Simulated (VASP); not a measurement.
Write the native input for VASP 6.6.1 that does the following.

- Task: single point
- Functional: PBEsol
- Potentials or basis: VASP PAW PBE potentials, release 64 (B, N)
- Cutoff: 520 eV
- k mesh: 12 × 12 × 6
- Occupations: gaussian, width 0.05 eV
- Spin: no spin polarisation
- Dipole correction: no
- Further INCAR settings: ALGO = Normal; EDIFF = 1e-06; NBANDS = 16

The structure of BN lies in POSCAR:

```
BN
1.0
    2.2666213965      0.0000000000      0.0000000000
   -1.1333106983      1.9629517101      0.0000000000
    0.0000000000      0.0000000000      4.2268550000
B N
2 2
Direct
    0.6666666667      0.3333333333      0.9997240000
    0.3333333333      0.6666666667      0.4997240000
    0.6666666667      0.3333333333      0.6252760000
    0.3333333333      0.6666666667      0.1252760000
```

This cell differs from its parent crystal: strain -0.1125 x Voigt [1, 1, 0, 0, 0, 0].

The input as run:

INCAR

```
SYSTEM = BN
PREC = Accurate
ENCUT = 520
EDIFF = 1E-6
ISMEAR = 0
SIGMA = 0.05
LREAL = .False.
LASPH = .True.
NELM = 100
ALGO = Normal
ISIF = 2
LWAVE = .False.
LCHARG = .False.
GGA = PS
NBANDS = 16
```

KPOINTS

```
Automatic mesh
0
Gamma
  12 12 6
  0 0 0
```

Potentials or basis: VASP PAW PBE potentials, release 64 (B, N).

The run is started by

```bash
$ cat potpaw_PBE.64/B/POTCAR potpaw_PBE.64/N/POTCAR > POTCAR
$ mpirun -np 1 vasp_std > vasp.out
```

Results of the run:

The pressure is 139.8 GPa and the largest force is 1.426 eV/Å. The band gap on the k mesh is 3.78 eV, indirect (least direct gap 5.22 eV).

Caveat: the cell differs from its parent crystal (strain -0.1125 x Voigt [1, 1, 0, 0, 0, 0]); the PAW data sets were made with another functional, which shifts forces and pressure a little.

Wall time 34 s on 1 thread of Intel Xeon 6975P-C, with other jobs on the host, peak memory 0.14 GiB.
